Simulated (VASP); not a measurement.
# C in VASP: single point with r2SCAN

Aim: the single point of C with r2SCAN.

Program: VASP 6.6.1. These are calculated values, not measurements. Logs are shortened: lines on timing, memory, paths and dates and some standing lists are left out, and cuts for length are marked.

## (1) The cell of the first run

The cell holds a slab with vacuum, 6 atoms: a = 2.517 Å, b = 3.560 Å, c = 18.517 Å, α = 90.00°, β = 90.00°, γ = 90.00°.

## (2) Single point, r2SCAN

POSCAR reads:

```
C
1.0
    2.5174486404      0.0000000000      0.0000000000
    0.0000000000      3.5602100098      0.0000000000
    0.0000000000      0.0000000000     18.5174000000
C
6
Direct
    0.7500000000      0.1250000000      0.4320247810
    0.2500000000      0.8750000000      0.4320247810
    0.2500000000      0.6250000000      0.5000000000
    0.7500000000      0.3750000000      0.5000000000
    0.7500000000      0.1250000000      0.5679752190
    0.2500000000      0.8750000000      0.5679752190
```

INCAR.step1 reads:

```
PREC = Accurate
ENCUT = 520
ISMEAR = -1
SIGMA = 0.02
LREAL = F
LASPH = T
NELM = 60
LDIPOL = T
IDIPOL = 3
DIPOL = 0.5 0.5 0.500
NBANDS = 21
GGA = PE
ALGO = Normal
EDIFF = 1E-4
LWAVE = T
LCHARG = F
```

INCAR.step2 reads:

```
PREC = Accurate
ENCUT = 520
EDIFF = 1E-7
ISMEAR = -1
SIGMA = 0.02
LREAL = F
LASPH = T
NELM = 60
ALGO = Normal
ISIF = 2
LWAVE = F
LCHARG = F
LDIPOL = T
IDIPOL = 3
DIPOL = 0.5 0.5 0.500
METAGGA = R2SCAN
LMIXTAU = T
NBANDS = 21
ISTART = 1
```

KPOINTS reads:

```
Automatic mesh
0
Gamma
  10 7 1
```

Potentials or basis: VASP PAW PBE potentials, release 64 (C).

Command:

```bash
cat potpaw_PBE.64/C/POTCAR > POTCAR
cp INCAR.step1 INCAR
mpirun -np 1 vasp_std > vasp.out
cp INCAR.step2 INCAR
mpirun -np 1 vasp_std > vasp.out
```

OUTCAR:

```text
PREC = Accurate
   ENCUT = 520
   EDIFF = 1E-7
   ISMEAR = -1
   LREAL = F
   LASPH = T
   NELM = 60
   ISIF = 2
   METAGGA = R2SCAN
   ISTART = 1

 ion  position               nearest neighbor table
   1  0.750  0.125  0.432-   2 1.54   2 1.54   4 1.54
   2  0.250  0.875  0.432-   1 1.54   1 1.54   3 1.54
   3  0.250  0.625  0.500-   4 1.54   4 1.54   6 1.54   2 1.54
   4  0.750  0.375  0.500-   3 1.54   3 1.54   5 1.54   1 1.54
   5  0.750  0.125  0.568-   6 1.54   6 1.54   4 1.54
   6  0.250  0.875  0.568-   5 1.54   5 1.54   3 1.54

  LATTYP: Found a simple orthorhombic cell.
 ALAT       =     2.5174486404
 B/A-ratio  =     1.4142135624
 C/A-ratio  =     7.3556217604

  Lattice vectors:

 A1 = (   2.5174486404,   0.0000000000,   0.0000000000)
 A2 = (   0.0000000000,   3.5602100098,   0.0000000000)
 A3 = (   0.0000000000,   0.0000000000,  18.5174000000)

Analysis of symmetry for initial positions (statically):
=====================================================================
 Subroutine PRICEL returns:
 Original cell was already a primitive cell.

 Routine SETGRP: Setting up the symmetry group for a
 simple orthorhombic supercell.

 Subroutine GETGRP returns: Found  8 space group operations
 (whereof  4 operations were pure point group operations)
 out of a pool of  8 trial point group operations.

The static configuration has the point symmetry C_2h.
 The point group associated with its full space group is D_2h.

Analysis of symmetry for dynamics (positions and initial velocities):
=====================================================================
 Subroutine PRICEL returns:
 Original cell was already a primitive cell.

 Routine SETGRP: Setting up the symmetry group for a
 simple orthorhombic supercell.

 Subroutine GETGRP returns: Found  8 space group operations
 (whereof  4 operations were pure point group operations)
 out of a pool of  8 trial point group operations.

The dynamic configuration has the point symmetry C_2h.
 The point group associated with its full space group is D_2h.

 Subroutine INISYM returns: Found  8 space group operations
 (whereof  4 operations are pure point group operations),
 and found     1 'primitive' translations

----------------------------------------------------------------------------------------

                                     Primitive cell

  volume of cell :     165.9649

  direct lattice vectors                    reciprocal lattice vectors
     2.517448640  0.000000000  0.000000000     0.397227568  0.000000000  0.000000000
     0.000000000  3.560210010  0.000000000     0.000000000  0.280882307  0.000000000
     0.000000000  0.000000000 18.517400000     0.000000000  0.000000000  0.054003262

  length of vectors
     2.517448640  3.560210010 18.517400000     0.397227568  0.280882307  0.054003262

  position of ions in fractional coordinates (direct lattice)
     0.750000000  0.125000000  0.432024781
     0.250000000  0.875000000  0.432024781
     0.250000000  0.625000000  0.500000000
     0.750000000  0.375000000  0.500000000
     0.750000000  0.125000000  0.567975219
     0.250000000  0.875000000  0.567975219

  ion indices of the primitive-cell ions
   primitive index   ion index
                 1           1
                 2           2
                 3           3
                 4           4
                 5           5
                 6           6

----------------------------------------------------------------------------------------

 KPOINTS: Automatic mesh

Automatic generation of k-mesh.
 Grid dimensions read from file:
 generate k-points for:   10    7    1

 Generating k-lattice:

  Cartesian coordinates                     Fractional coordinates (reciprocal lattice)
     0.039722757  0.000000000  0.000000000     0.100000000  0.000000000  0.000000000
     0.000000000  0.040126044  0.000000000     0.000000000  0.142857143  0.000000000
     0.000000000  0.000000000  0.054003262     0.000000000  0.000000000  1.000000000

  Length of vectors
     0.039722757  0.040126044  0.054003262

  Shift w.r.t. Gamma in fractional coordinates (k-lattice)
     0.000000000  0.000000000  0.000000000

 Subroutine IBZKPT returns following result:
 ===========================================

 Found     24 irreducible k-points:

 Following reciprocal coordinates:
            Coordinates               Weight
  0.000000  0.000000  0.000000      1.000000
  0.100000  0.000000  0.000000      2.000000
  0.200000  0.000000  0.000000      2.000000
  0.300000  0.000000  0.000000      2.000000
  0.400000  0.000000  0.000000      2.000000
  0.500000  0.000000  0.000000      1.000000
[... 16 lines left out ...]
  0.400000  0.428571  0.000000      4.000000
  0.500000  0.428571  0.000000      2.000000
   k-points           NKPTS =     24   k-points in BZ     NKDIM =     24   number of bands    NBANDS=     21
   number of dos      NEDOS =    301   number of ions     NIONS =      6
   total plane-waves  NPLWV =  78400
   dimension x,y,z NGX =    20 NGY =   28 NGZ =  140
   dimension x,y,z NGXF=    40 NGYF=   56 NGZF=  280
   ions per type =               6
   NGX,Y,Z   is equivalent  to a cutoff of  13.21, 13.07, 12.57 a.u.
   NGXF,Y,Z  is equivalent  to a cutoff of  26.41, 26.15, 25.14 a.u.
 SYSTEM =  unknown system
   PREC   = accura    normal or accurate (medium, high low for compatibility)
   ISTART =      1    job   : 0-new  1-cont  2-samecut
   ICHARG =      0    charge: 1-file 2-atom 10-const
   ISPIN  =      1    spin polarized calculation?
   LNONCOLLINEAR =      F non collinear calculations
   LSORBIT =      F    spin-orbit coupling
   LASPH  =      T    aspherical Exc in radial PAW
   ENCUT  =  520.0 eV  38.22 Ry    6.18 a.u.   4.68  6.62 34.43*2*pi/ulx,y,z
   NELM   =     60;   NELMIN=  2; NELMDL=  0     # of ELM steps
   EDIFF  = 0.1E-06   stopping-criterion for ELM
   LREAL  =      F    real-space projection
   EDIFFG = 0.1E-05   stopping-criterion for IOM
   NSW    =      0    number of steps for IOM
   IBRION =     -1    ionic relax: 0-MD 1-quasi-New 2-CG
   NFREE  =      0    steps in history (QN), initial steepest desc. (CG)
   ISIF   =      2    stress and relaxation
   ISYM   =      2    0-nonsym 1-usesym 2-fastsym
   POTIM  = 0.5000    time-step for ionic-motion
   TEBEG  =    0.0;   TEEND  =   0.0 temperature during run
   PSTRESS=    0.0 pullay stress
   NELECT =      24.0000    total number of electrons
   NUPDOWN=      -1.0000    fix difference up-down
   EMIN   =  10.00;   EMAX   =-10.00  energy-range for DOS
   EFERMI =   0.00;   METHOD = LEGACY
   ISMEAR =    -1;   SIGMA  =   0.02  broadening in eV -4-tet -1-fermi 0-gaus
   EFERMI_NEDOS =   21; number of points for ismear=-14 and -15
   IALGO  =     38    algorithm
   IMIX   =      4    mixing-type and parameters
     AMIX     =   0.40;   BMIX     =  1.00
     AMIX_MAG =   1.60;   BMIX_MAG =  1.00
  volume/ion in A,a.u.               =      27.66       186.66
  Fermi-wavevector in a.u.,A,eV,Ry     =   0.859290  1.623823 10.046264  0.738380
  Thomas-Fermi vector in A             =   1.976623
   LORBIT       =      0    0 simple, 1 ext, 2 COOP (PROOUT), +10 PAW based schemes
   METAGGA = R2SCAN    functional components
   LHFCALC =     F    Hartree Fock is set to
   AEXX    =    0.0000 exact exchange contribution
   IVDW    =     0    specifies the selected vdW correction
   LEPSILON=     F    determine dielectric tensor
   LRPA    =     F    only Hartree local field effects (RPA)
 non-spin polarized calculation
  energy-cutoff  :      520.00
  volume of cell :      165.96
 maximum number of plane-waves:      4506
 NGX is ok and might be reduce to    20
   NGX =  9   NGY = 13   NGZ = 69

 dipolmoment           0.000000      0.000000      0.000000 electrons x Angstroem

 number of electron      24.0000001 magnetization

 dipolmoment           0.000000      0.000000     -0.000000 electrons x Angstroem

 Free energy of the ion-electron system (eV)
  ---------------------------------------------------
  ext. energy  EPLUGINS =         0.00000000
  ---------------------------------------------------
  free energy    TOTEN  =       -51.52292594 eV

  energy without entropy =      -51.51773500  energy(sigma->0) =      -51.52033047

 E-fermi :  -2.9750     XC(G=0):  -3.9082

 val. band max:       -2.9804193419   @ k =   0.4000   0.0000   0.0000
 cond. band min:      -2.9342161427   @ k =   0.4000   0.2857   0.0000
 fundamental gap:      0.0462031992
 Fermi energy:        -2.9749647828

 k-point     1 :       0.0000    0.0000    0.0000
  band No.  band energies     occupation
      1     -23.9609      2.00000
      2     -19.6953      2.00000
      3     -16.3761      2.00000
      4     -14.8415      2.00000
      5     -10.1901      2.00000
      6     -10.0191      2.00000
[... 13 lines left out ...]
     20       5.1402      0.00000
     21       5.8632      0.00000

 k-point     2 :       0.1000    0.0000    0.0000
  band No.  band energies     occupation
      1     -23.7701      2.00000
      2     -19.5107      2.00000
      3     -16.2048      2.00000
      4     -14.8005      2.00000
      5     -10.0549      2.00000
      6      -9.9905      2.00000
[... 13 lines left out ...]
     20       5.3727      0.00000
     21       6.1372      0.00000

 k-point     3 :       0.2000    0.0000    0.0000
  band No.  band energies     occupation
      1     -23.1998      2.00000
      2     -18.9587      2.00000
      3     -15.6918      2.00000
      4     -14.8820      2.00000
      5     -10.7739      2.00000
      6     -10.1480      2.00000
[... 13 lines left out ...]
     20       6.0843      0.00000
     21       6.8426      0.00000
[... 457 lines left out ...]
 k-point    23 :       0.4000    0.4286    0.0000
  band No.  band energies     occupation
      1     -19.4253      2.00000
      2     -18.3963      2.00000
      3     -16.1371      2.00000
      4     -14.9974      2.00000
      5     -14.0085      2.00000
      6     -13.1385      2.00000
[... 13 lines left out ...]
     20       8.4342      0.00000
     21       8.6992      0.00000

 k-point    24 :       0.5000    0.4286    0.0000
  band No.  band energies     occupation
      1     -18.2322      2.00000
      2     -18.2322      2.00000
      3     -15.4788      2.00000
      4     -15.4788      2.00000
      5     -14.6513      2.00000
      6     -14.6513      2.00000
[... 13 lines left out ...]
     20       8.2528      0.00000
     21       9.7419      0.00000

------------------------ aborting loop because EDIFF is reached ----------------------------------------

 vacuum level on the upper side and lower side of the slab       (xc-potential included)         0.006         0.006

  FORCE on cell =-STRESS in cart. coord.  units (eV):
  Direction    XX          YY          ZZ          XY          YZ          ZX
  --------------------------------------------------------------------------------------
  -------------------------------------------------------------------------------------
  Total       -4.4012483     -6.6433386     -4.7651527      0.0000000      0.0000000      0.0000000
  in kB      -42.4883839    -64.1328776    -46.0014115      0.0000000      0.0000000      0.0000000
  external PRESSURE =     -50.8742243 kB  Pullay stress =       0.0000000 kB

 VOLUME and BASIS-vectors are now :
 -----------------------------------------------------------------------------
  energy-cutoff  :      520.00
  volume of cell :      165.96
      direct lattice vectors                 reciprocal lattice vectors
     2.517448640  0.000000000  0.000000000     0.397227568  0.000000000  0.000000000
     0.000000000  3.560210010  0.000000000     0.000000000  0.280882307  0.000000000
     0.000000000  0.000000000 18.517400000     0.000000000  0.000000000  0.054003262

 POSITION                                       TOTAL-FORCE (eV/Angst)
 -----------------------------------------------------------------------------------
      1.88809      0.44503      7.99998         0.000000     -4.707298      0.935925
      0.62936      3.11518      7.99998         0.000000      4.707298      0.935925
      0.62936      2.22513      9.25870         0.000000     -1.468550      0.000000
      1.88809      1.33508      9.25870         0.000000      1.468550      0.000000
      1.88809      0.44503     10.51742         0.000000     -4.707298     -0.935925
      0.62936      3.11518     10.51742        -0.000000      4.707298     -0.935925
 -----------------------------------------------------------------------------------
    total drift:                                0.000000     -0.000000      0.000000

  FREE ENERGIE OF THE ION-ELECTRON SYSTEM (eV)
  ---------------------------------------------------
  free  energy   TOTEN  =       -51.5229259374 eV

  energy  without entropy=      -51.5177350019  energy(sigma->0) =      -51.52033047

 vacuum level on the upper side and lower side of the slab         3.191         3.191
```

Run time: 3.7 min. Hardware: 1 thread of Intel Xeon 6975P-C (Granite Rapids), shared host; peak memory 0.3 GiB.

What came out:

```
Free energy            : -51.5229 eV
Largest force          : 4.799 eV/Å
Band gap on the k mesh : zero (band 12 reaches -2.70 eV, above the bottom of band 13 at -3.16 eV)
```

Forces in eV/Å, atoms in the order of the input:
```
C    0.000 -4.707  0.936
C    0.000  4.707  0.936
C    0.000 -1.469  0.000
C    0.000  1.469  0.000
C    0.000 -4.707 -0.936
C    0.000  4.707 -0.936
```

Caveat: the PAW data sets were made with another functional, which shifts forces and pressure a little.
